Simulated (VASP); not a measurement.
# Si5C (P-6m2) in VASP: a series of runs

Si5C is run at these levels: PBE; tasks: single point, relaxation of cell and atoms.

Program: VASP 6.6.1. These are calculated values, not measurements. Logs are shortened: lines on timing, memory, paths and dates and some standing lists are left out, and cuts for length are marked.

### Step 1. The cell of the first run

The structure is hexagonal, space group P-6m2 (No. 187). Conventional cell: a = 2.772 Å, b = 2.772 Å, c = 12.046 Å, α = 90.00°, β = 90.00°, γ = 120.00°. Si (site symmetry 3m) has 3 C at 2.01 Å and 7 Si at 2.42 to 2.77 Å within 2.8 Å. Si (site symmetry -6m2) has 12 Si at 2.77 to 2.81 Å within 3.7 Å. Si (site symmetry 3m) has 18 Si at 2.77 to 4.07 Å and 1 C at 3.72 Å within 4.1 Å. C (site symmetry -6m2) has 6 Si at 2.01 Å and 6 C at 2.77 Å within 2.8 Å.

### Step 2. Single point, PBE, collinear spin

The input, INCAR:

```
PREC     = Accurate       # precision mode
ENCUT    = 520            # plane-wave cutoff, eV
EDIFF    = 1E-7           # SCF threshold, eV
ISMEAR   = 0              # smearing method
SIGMA    = 0.1            # smearing width, eV
LREAL    = F              # projectors in reciprocal space
LASPH    = T              # aspherical terms in the spheres
NELM     = 150            # most SCF steps
ALGO     = Normal         # electronic algorithm
ISIF     = 2              # what is computed and relaxed
LWAVE    = F              # write WAVECAR
LCHARG   = T              # write CHGCAR
ISPIN    = 2              # spin polarisation
MAGMOM   = 0 0 0 0 0 1    # initial moments
LORBIT   = 11             # projections on sites
GGA      = PE             # functional
LELF     = T              # ELF
LVHAR    = T            
NBANDS   = 25             # bands
```

The input, KPOINTS:

```
Automatic mesh
0
Gamma
  6 6 2
```

The input, POSCAR:

```
Si5C
1.0
    2.7720107816      0.0000000000      0.0000000000
   -1.3860053908      2.4006317564      0.0000000000
    0.0000000000      0.0000000000     12.0458185363
Si C
5 1
Direct
    0.3333333333      0.6666666667      0.6005728035
    0.3333333333      0.6666666667      0.0000000000
    0.3333333333      0.6666666667      0.3994271965
    0.6666666667      0.3333333333      0.8086784392
    0.6666666667      0.3333333333      0.1913215608
    0.6666666667      0.3333333333      0.5000000000
```

Potentials or basis: VASP PAW PBE potentials, release 64 (Si, C).

Launch:

```
$ cat potpaw_PBE.64/Si/POTCAR potpaw_PBE.64/C/POTCAR > POTCAR
$ mpirun -np 1 vasp_std > vasp.out
```

OUTCAR:

```text
PREC = Accurate
   ENCUT = 520
   EDIFF = 1E-7
   ISMEAR = 0
   LREAL = F
   LASPH = T
   NELM = 150
   ISIF = 2
   ISPIN = 2
   LORBIT = 11
   GGA = PE

 ion  position               nearest neighbor table
   1  0.333  0.667  0.601-   6 2.01   6 2.01   6 2.01   3 2.42   4 2.97   4 2.97   4 2.97
   2  0.333  0.667  0.000-   4 2.81   5 2.81   4 2.81   5 2.81   4 2.81   5 2.81
   3  0.333  0.667  0.399-   6 2.01   6 2.01   6 2.01   1 2.42   5 2.97   5 2.97   5 2.97
   4  0.667  0.333  0.809-   2 2.81   2 2.81   2 2.81   1 2.97   1 2.97   1 2.97
   5  0.667  0.333  0.191-   2 2.81   2 2.81   2 2.81   3 2.97   3 2.97   3 2.97
   6  0.667  0.333  0.500-   1 2.01   3 2.01   1 2.01   3 2.01   1 2.01   3 2.01

  LATTYP: Found a hexagonal cell.
 ALAT       =     2.7720107816
 C/A-ratio  =     4.3455164808

  Lattice vectors:

 A1 = (   2.7720107816,   0.0000000000,   0.0000000000)
 A2 = (  -1.3860053908,   2.4006317564,   0.0000000000)
 A3 = (   0.0000000000,   0.0000000000,  12.0458185363)

Analysis of symmetry for initial positions (statically):
=====================================================================
 Subroutine PRICEL returns:
 Original cell was already a primitive cell.

 Routine SETGRP: Setting up the symmetry group for a
 hexagonal supercell.

 Subroutine GETGRP returns: Found 12 space group operations
 (whereof 12 operations were pure point group operations)
 out of a pool of 24 trial point group operations.

The static configuration has the point symmetry D_3h.

Analysis of symmetry for dynamics (positions and initial velocities):
=====================================================================
 Subroutine PRICEL returns:
 Original cell was already a primitive cell.

 Routine SETGRP: Setting up the symmetry group for a
 hexagonal supercell.

 Subroutine GETGRP returns: Found 12 space group operations
 (whereof 12 operations were pure point group operations)
 out of a pool of 24 trial point group operations.

The dynamic configuration has the point symmetry D_3h.

Analysis of structural, dynamic, and magnetic symmetry:
=====================================================================
 Subroutine PRICEL returns:
 Original cell was already a primitive cell.

 Routine SETGRP: Setting up the symmetry group for a
 hexagonal supercell.

 Subroutine GETGRP returns: Found 12 space group operations
 (whereof 12 operations were pure point group operations)
 out of a pool of 24 trial point group operations.

The overall configuration has the point symmetry D_3h.

 Subroutine INISYM returns: Found 12 space group operations
 (whereof 12 operations are pure point group operations),
 and found     1 'primitive' translations

----------------------------------------------------------------------------------------

                                     Primitive cell

  volume of cell :      80.1598

  direct lattice vectors                    reciprocal lattice vectors
     2.772010782  0.000000000  0.000000000     0.360748958  0.208278508  0.000000000
    -1.386005391  2.400631756  0.000000000     0.000000000  0.416557016  0.000000000
     0.000000000  0.000000000 12.045818536     0.000000000  0.000000000  0.083016359

  length of vectors
     2.772010782  2.772010782 12.045818536     0.416557016  0.416557016  0.083016359

  position of ions in fractional coordinates (direct lattice)
     0.333333333  0.666666667  0.600572804
     0.333333333  0.666666667  0.000000000
     0.333333333  0.666666667  0.399427196
     0.666666667  0.333333333  0.808678439
     0.666666667  0.333333333  0.191321561
     0.666666667  0.333333333  0.500000000

  ion indices of the primitive-cell ions
   primitive index   ion index
                 1           1
                 2           2
                 3           3
                 4           4
                 5           5
                 6           6

[... 34 lines left out ...]
  0.333333  0.333333  0.000000      2.000000
  0.000000  0.000000  0.500000      1.000000
  0.166667 -0.000000  0.500000      6.000000
  0.333333  0.000000  0.500000      6.000000
  0.500000 -0.000000  0.500000      3.000000
  0.166667  0.166667  0.500000      6.000000
  0.333333  0.166667  0.500000     12.000000
  0.333333  0.333333  0.500000      2.000000
   k-points           NKPTS =     14   k-points in BZ     NKDIM =     14   number of bands    NBANDS=     25
   number of dos      NEDOS =    301   number of ions     NIONS =      6
   total plane-waves  NPLWV =  51840
   dimension x,y,z NGX =    24 NGY =   24 NGZ =   90
   dimension x,y,z NGXF=    48 NGYF=   48 NGZF=  180
   ions per type =               5   1
   NGX,Y,Z   is equivalent  to a cutoff of  14.39, 14.39, 12.42 a.u.
   NGXF,Y,Z  is equivalent  to a cutoff of  28.79, 28.79, 24.84 a.u.
 SYSTEM =  unknown system
   PREC   = accura    normal or accurate (medium, high low for compatibility)
   ISTART =      0    job   : 0-new  1-cont  2-samecut
   ICHARG =      2    charge: 1-file 2-atom 10-const
   ISPIN  =      2    spin polarized calculation?
   LNONCOLLINEAR =      F non collinear calculations
   LSORBIT =      F    spin-orbit coupling
   LASPH  =      T    aspherical Exc in radial PAW
   ENCUT  =  520.0 eV  38.22 Ry    6.18 a.u.   5.15  5.15 22.40*2*pi/ulx,y,z
   NELM   =    150;   NELMIN=  2; NELMDL= -5     # of ELM steps
   EDIFF  = 0.1E-06   stopping-criterion for ELM
   LREAL  =      F    real-space projection
   EDIFFG = 0.1E-05   stopping-criterion for IOM
   NSW    =      0    number of steps for IOM
   IBRION =     -1    ionic relax: 0-MD 1-quasi-New 2-CG
   NFREE  =      0    steps in history (QN), initial steepest desc. (CG)
   ISIF   =      2    stress and relaxation
   ISYM   =      2    0-nonsym 1-usesym 2-fastsym
   POTIM  = 0.5000    time-step for ionic-motion
   TEBEG  =    0.0;   TEEND  =   0.0 temperature during run
   PSTRESS=    0.0 pullay stress
   NELECT =      24.0000    total number of electrons
   NUPDOWN=      -1.0000    fix difference up-down
   EMIN   =  10.00;   EMAX   =-10.00  energy-range for DOS
   EFERMI =   0.00;   METHOD = LEGACY
   ISMEAR =     0;   SIGMA  =   0.10  broadening in eV -4-tet -1-fermi 0-gaus
   EFERMI_NEDOS =   21; number of points for ismear=-14 and -15
   IALGO  =     38    algorithm
   IMIX   =      4    mixing-type and parameters
     AMIX     =   0.40;   BMIX     =  1.00
     AMIX_MAG =   1.60;   BMIX_MAG =  1.00
  volume/ion in A,a.u.               =      13.36        90.16
  Fermi-wavevector in a.u.,A,eV,Ry     =   1.095199  2.069626 16.319652  1.199461
  Thomas-Fermi vector in A             =   2.231518
   LORBIT       =     11    0 simple, 1 ext, 2 COOP (PROOUT), +10 PAW based schemes
   GGA     = PE    functional components
   LHFCALC =     F    Hartree Fock is set to
   AEXX    =    0.0000 exact exchange contribution
   IVDW    =     0    specifies the selected vdW correction
   LEPSILON=     F    determine dielectric tensor
   LRPA    =     F    only Hartree local field effects (RPA)
 spin polarized calculation
 Gauss-broadening in eV      SIGMA  =   0.10
  energy-cutoff  :      520.00
  volume of cell :       80.16
 maximum number of plane-waves:      2170
 NGX is ok and might be reduce to    24
   NGX = 11   NGY = 11   NGZ = 45

 number of electron      24.0000001 magnetization       0.0003640

 number of electron      24.0000001 magnetization      -0.0001836

 Free energy of the ion-electron system (eV)
  ---------------------------------------------------
  ext. energy  EPLUGINS =         0.00000000
  ---------------------------------------------------
  free energy    TOTEN  =       -32.15669309 eV

  energy without entropy =      -32.15373853  energy(sigma->0) =      -32.15521581

 E-fermi :   9.6480     XC(G=0): -11.1934

 val. band max:        9.5450064356   @ k =   0.0000   0.0000   0.0000
 cond. band min:       9.7425621392   @ k =   0.5000  -0.0000   0.0000
 fundamental gap:      0.1975557035
 Fermi energy:         9.6480299575

 spin component 1

 k-point     1 :       0.0000    0.0000    0.0000
  band No.  band energies     occupation
      1      -7.8391      1.00000
      2      -3.6672      1.00000
      3      -3.2114      1.00000
      4      -1.3502      1.00000
      5      -0.4371      1.00000
      6       3.8136      1.00000
[... 367 lines left out ...]
     23      15.8062      0.00000
     24      17.2786      0.00000
 Fermi energy:         9.6480299575

 spin component 2

 k-point     1 :       0.0000    0.0000    0.0000
  band No.  band energies     occupation
      1      -7.8391      1.00000
      2      -3.6673      1.00000
      3      -3.2115      1.00000
      4      -1.3503      1.00000
      5      -0.4372      1.00000
      6       3.8135      1.00000
[... 367 lines left out ...]
     23      15.8062      0.00000
     24      17.2785      0.00000
 [bands above 24 left out]

------------------------ aborting loop because EDIFF is reached ----------------------------------------

  FORCE on cell =-STRESS in cart. coord.  units (eV):
  Direction    XX          YY          ZZ          XY          YZ          ZX
  --------------------------------------------------------------------------------------
  -------------------------------------------------------------------------------------
  Total       -0.0077461     -0.0077461     -0.1258968      0.0000000      0.0000000      0.0000000
  in kB       -0.1548226     -0.1548226     -2.5163349      0.0000000      0.0000000      0.0000000
  external PRESSURE =      -0.9419934 kB  Pullay stress =       0.0000000 kB

 VOLUME and BASIS-vectors are now :
 -----------------------------------------------------------------------------
  energy-cutoff  :      520.00
  volume of cell :       80.16
      direct lattice vectors                 reciprocal lattice vectors
     2.772010782  0.000000000  0.000000000     0.360748958  0.208278508  0.000000000
    -1.386005391  2.400631756  0.000000000     0.000000000  0.416557016  0.000000000
     0.000000000  0.000000000 12.045818536     0.000000000  0.000000000  0.083016359

 POSITION                                       TOTAL-FORCE (eV/Angst)
 -----------------------------------------------------------------------------------
     -0.00000      1.60042      7.23439        -0.000000      0.000000     -0.046495
     -0.00000      1.60042      0.00000        -0.000000      0.000000      0.000000
     -0.00000      1.60042      4.81143        -0.000000     -0.000000      0.046495
      1.38601      0.80021      9.74119         0.000000     -0.000000      0.004740
      1.38601      0.80021      2.30462         0.000000     -0.000000     -0.004740
      1.38601      0.80021      6.02291         0.000000     -0.000000      0.000000
 -----------------------------------------------------------------------------------
    total drift:                               -0.000000      0.000000      0.000000

  FREE ENERGIE OF THE ION-ELECTRON SYSTEM (eV)
  ---------------------------------------------------
  free  energy   TOTEN  =       -32.1566930930 eV

  energy  without entropy=      -32.1537385324  energy(sigma->0) =      -32.15521581

 total charge

# of ion       s       p       d       tot
------------------------------------------
    1        0.777   0.785   0.000   1.562
    2        0.854   0.675   0.000   1.529
    3        0.777   0.785   0.000   1.562
    4        0.841   0.673   0.000   1.514
    5        0.841   0.673   0.000   1.514
    6        0.863   1.638   0.000   2.502
--------------------------------------------------
tot          4.952   5.229   0.000  10.181

 magnetization (x)

# of ion       s       p       d       tot
------------------------------------------
    1        0.000   0.000   0.000   0.000
    2       -0.000  -0.000   0.000  -0.000
    3        0.000   0.000   0.000   0.000
    4        0.000   0.000   0.000   0.000
    5        0.000   0.000   0.000   0.000
    6        0.000  -0.000   0.000  -0.000
--------------------------------------------------
tot          0.000   0.000   0.000   0.000
```

Run time: 39 s. Hardware: 1 thread of Intel Xeon 6975P-C (Granite Rapids), shared host; peak memory 0.25 GiB.

What came out:

```yaml
Free_energy: -32.1567 eV
Pressure: -0.1 GPa
Largest_force: 0.046 eV/Å
Band_gap_on_the_k_mesh: zero (filled and empty bands overlap)
Net_moment: 0.00 μB per cell
Valence_electrons_inside_the_program's_atomic_spheres: Si 1.56, 1.53, 1.51 (each value once); C 2.50
```

Forces in eV/Å, atoms in the order of the input:
```
Si   0.000  0.000 -0.046
Si   0.000  0.000  0.000
Si   0.000  0.000  0.046
Si   0.000  0.000  0.005
Si   0.000  0.000 -0.005
C    0.000  0.000  0.000
```

Caveat: the k points lie up to 0.44 Å⁻¹ apart, too coarse for converged energies and pressures of a metal.

(Part 1 of 2 ends here.)
